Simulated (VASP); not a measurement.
Crystal: OsAu2.

```
CELL_PARAMETERS angstrom
4.71544 0.00000 0.00000
-2.35772 4.08369 0.00000
0.00000 0.00000 2.62921
ATOMIC_POSITIONS crystal
Os 0.00000 0.00000 0.00000
Au 0.33333 0.66667 0.50000
Au 0.66667 0.33333 0.50000
```

- Program: VASP 6.6.1
- Task: relaxation of cell and atoms
- Functional: PBE
- Potentials or basis: VASP PAW PBE potentials, release 64 (Os, Au)
- Cutoff: 600 eV
- k mesh: 6 × 6 × 6
- Occupations: gaussian, width 0.1 eV
- Spin: no spin polarisation

At the start: pressure 1.2 GPa; volume 16.88 Å³/atom.

Where does the relaxation end?

Over 5 steps the energy falls by 8.4 meV/atom and the volume is 16.89 Å³/atom (+0.1 %); space group P6/mmm (No. 191, to 0.1 Å) before and after.

The path:
| step | energy change (eV) | largest force (eV/Å) | pressure (GPa) | volume (Å³) |
| --- | --- | --- | --- | --- |
| 1 | 0.0000 | 0.0000 | 1.17 | 50.63 |
| 2 | 0.0017 | 0.0000 | -3.64 | 51.50 |
| 3 | -0.0231 | 0.0000 | -1.45 | 51.05 |
| 4 | -0.0213 | 0.0000 | 1.99 | 50.13 |
| 5 | -0.0251 | 0.0000 | -0.02 | 50.66 |

Final structure:
```
Os Au
1.0
     4.67525    0.00000    0.00000
    -2.33762    4.04888    0.00000
     0.00000    0.00000    2.67607
Os Au
1 2
Direct
  0.00000 0.00000 0.00000
  0.33333 0.66667 0.50000
  0.66667 0.33333 0.50000
```

Caveat: the k points lie up to 0.39 Å⁻¹ apart in the final cell, too coarse for converged energies and pressures of a metal.
